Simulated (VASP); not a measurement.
Runs of VASP 6.6.1 on BaSrAl4. The structure is that of space group F-43m (No. 216), or close to it. The cells are those of the table. 

```tsv
task	cell	k mesh	cutoff (eV)	k mesh for the DOS	occupations for the DOS	gap on the mesh (eV)	pressure (GPa)	relaxed volume (Å³/atom)	largest force (eV/Å)
relaxation of cell and atoms	relaxed from a = 5.806 Å, angles 60.0°, 6 atoms	8 × 8 × 8	600	-	-	none	0.0	24.88	0.01
relaxation of cell and atoms	relaxed from a = 5.944 Å, angles 60.0°, 6 atoms	8 × 8 × 8	600	-	-	none	0.0	24.88	-
single point	a = 5.806 Å, angles 60.0°, 6 atoms	4 × 4 × 4	520	-	-	none	(a)	-	0.04
single point	a = 5.944 Å, angles 60.0°, 6 atoms	8 × 8 × 8	520	-	-	none	0.2	-	0.01
```

Alike in all rows: level PBE; potentials or basis VASP PAW PBE potentials, release 64 (Ba_sv, Sr_sv, Al); no spin polarisation; smearing gaussian 0.1 eV.

Q: Fill in the values left out.

A: (a) 4.0.

Caveats: spin-orbit coupling is left out, which moves the levels of the heavy elements.

A k mesh can miss the band edges, and the runs leave out spin-orbit coupling on Ba, Sr.

A gap of «none» marks levels without a gap at the run's occupations.
